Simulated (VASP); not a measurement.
Sb: single point with LDA

Crystal: Sb.

```
CELL_PARAMETERS angstrom
1.47727 -0.85290 4.80497
0.00000 1.70580 4.80497
-1.47727 -0.85290 4.80497
ATOMIC_POSITIONS crystal
Sb 0.25000 0.25000 0.25000
Sb 0.75000 0.75000 0.75000
```

This isn't the form of Sb at room conditions, which is rhombohedral.

```yaml
Program: VASP 6.6.1
Task: single point
Functional: LDA
Potentials_or_basis: VASP PAW LDA potentials, release 64 (Sb)
Cutoff: 520 eV
k_mesh: 12 × 12 × 12
Occupations: fermi-dirac, width 0.08 eV
Spin: no spin polarisation
Dipole_correction: no
Further_INCAR_settings: ALGO = Normal; EDIFF = 1e-07; NBANDS = 12
```

```json
{
  "Pressure": "55.7 GPa",
  "Band gap on the k mesh": "zero (bands 5 and 6 overlap by 10.38 eV)"
}
```

Levels at points of the mesh, in eV from the Fermi level:
```
           k point  band 3  band 4  band 5  band 6  band 7  band 8
(0.00, 0.00, 0.00)   -8.82    5.61    5.61    8.46    8.46    8.60
(0.50, 0.00, 0.00)   -5.48   -5.48   -0.84   -0.84    2.18    2.18
(0.50, 0.50, 0.00)   -7.54   -7.47    0.24    0.34    4.51    4.89
(0.50, 0.50, 0.50)   -0.72   -0.72    6.59    6.59    6.59    6.59
```

Wall time 5.1 min on 1 thread of AMD EPYC 7R13, with other jobs on the host, peak memory 0.22 GiB.

Caveat: the cell stands under pressure; spin-orbit coupling is left out, which moves the levels of the heavy elements.
